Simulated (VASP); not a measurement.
Wanted: the native input for a VASP 6.6.1 run.

```
Task                   : single point
Functional             : LDA
Potentials or basis    : VASP PAW LDA potentials, release 64 (C)
Cutoff                 : 600 eV
k mesh                 : 10 × 10 × 10
Occupations            : fermi-dirac, width 0.1 eV
Spin                   : no spin polarisation
Dipole correction      : no
Further INCAR settings : ALGO = Normal; EDIFF = 1e-06; NBANDS = 8
```

The structure of C lies in POSCAR:

```
C
1.0
    0.0000000000      1.5082293602      1.5082293602
    1.5082293602      0.0000000000      1.5082293602
    1.5082293602      1.5082293602      0.0000000000
C
1
Direct
    0.0000000000      0.0000000000      0.0000000000
```

One way to write it, as run:

INCAR

```
ALGO = Normal
EDIFF = 1E-6
ENCUT = 600
GGA_COMPAT = F
ISIF = 2
ISMEAR = -1
LASPH = T
LCHARG = F
LREAL = F
LWAVE = F
NBANDS = 8
NELM = 120
PREC = Accurate
SIGMA = 0.1
```

KPOINTS

```
k-points
0
Gamma
  10 10 10
```

Potentials or basis: VASP PAW LDA potentials, release 64 (C).

The run is started by

```sh
$ cat potpaw_LDA.64/C/POTCAR > POTCAR
$ mpirun -np 1 vasp_std > vasp.out
```

It gave:

The pressure is 0.3 GPa. The band gap on the k mesh is zero (bands 2 and 3 overlap by 11.32 eV).

Caveat: the k points lie up to 0.36 Å⁻¹ apart, too coarse for converged energies and pressures of a metal.

Wall time 2.4 s on 1 thread of AMD EPYC 7R13 Processor (Zen 3), on a shared host, peak memory 0.07 GiB.
